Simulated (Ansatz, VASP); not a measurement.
Al in VASP and in Ansatz

```xyz
1
Lattice="-1.5800 1.5569 1.5602 1.6028 -1.5787 1.6048 1.6124 1.6111 -1.5820" Properties=species:S:1:pos:R:3 pbc="T T T"
Al    0.0000    0.0000    0.0000
```

Change from the starting cell: cell strained at random at fixed volume.

Alike in both runs: functional BLYP; dispersion D3(BJ); k mesh 9 × 9 × 9; occupations methfessel-paxton of order 1, width 0.1 eV; no spin polarisation.

```csv
,VASP,Ansatz
version,VASP 6.6.1,Ansatz 0.2.0
potentials or method,"VASP PAW PBE potentials, release 64 (Al)",SSSP precision PAW
plane-wave cutoff (eV),520,408
valence electrons in the cell,3,3
task,single point,projected density of states
```

VASP gave:

```
gap on the k mesh at the Fermi level (eV)                     : none
pressure (GPa)                                                : -0.6
traceless stress, the component that is largest in VASP (GPa) : 1.34
```

Q: Which values does Ansatz return?

A: gap on the k mesh at the Fermi level (eV): none; pressure (GPa): -0.8; traceless stress, the component that is largest in VASP (GPa): 1.36.

VASP's potentials were made for PBE, not for BLYP. A gap of «none» marks a metal or a gap that the smearing closes.
